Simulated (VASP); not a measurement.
Runs of VASP 6.6.1 on CsRe2. The structure is that of space group Fm-3m (No. 225), or close to it. The cells are those of the table. 

```tsv
task	cell	k mesh	cutoff (eV)	gap on the mesh (eV)	pressure (GPa)	relaxed volume (Å³/atom)
relaxation of cell and atoms	relaxed from a = 4.406 Å, angles 60.0°, 3 atoms	14 × 14 × 14	600	none	-0.1	21.09
single point	a = 4.683 Å, angles 60.0°, 3 atoms	6 × 6 × 6	520	none	(b)	-
single point	a = 4.406 Å, angles 60.0°, 3 atoms	6 × 6 × 6	520	none	5.6	-
single point	a = 4.406 Å, angles 60.0°, 3 atoms	14 × 14 × 14	520	none	(a)	-
single point	a = 4.412 Å, angles 60.0°, 3 atoms	4 × 4 × 4	520	none	5.5	-
relaxation of cell and atoms	relaxed from a = 4.683 Å, angles 60.0°, 3 atoms	4 × 4 × 4	600	none	-0.2	21.24
relaxation of cell and atoms	relaxed from a = 4.412 Å, angles 60.0°, 3 atoms	6 × 6 × 6	600	none	0.0	21.09
```

Alike in all rows: level PBE; potentials or basis VASP PAW PBE potentials, release 64 (Cs_sv, Re); no spin polarisation; smearing gaussian 0.1 eV.

Question: Fill in the values left out.

Answer: (a) 5.7; (b) -10.2.

Caveats: some runs use coarse meshes; spin-orbit coupling is left out, which moves the levels of the heavy elements; the cell stands under pressure (at least some runs); the cell stands under tension (at least some runs).

A k mesh can miss the band edges, and the runs leave out spin-orbit coupling on Cs, Re.

A gap of «none» marks levels without a gap at the run's occupations.
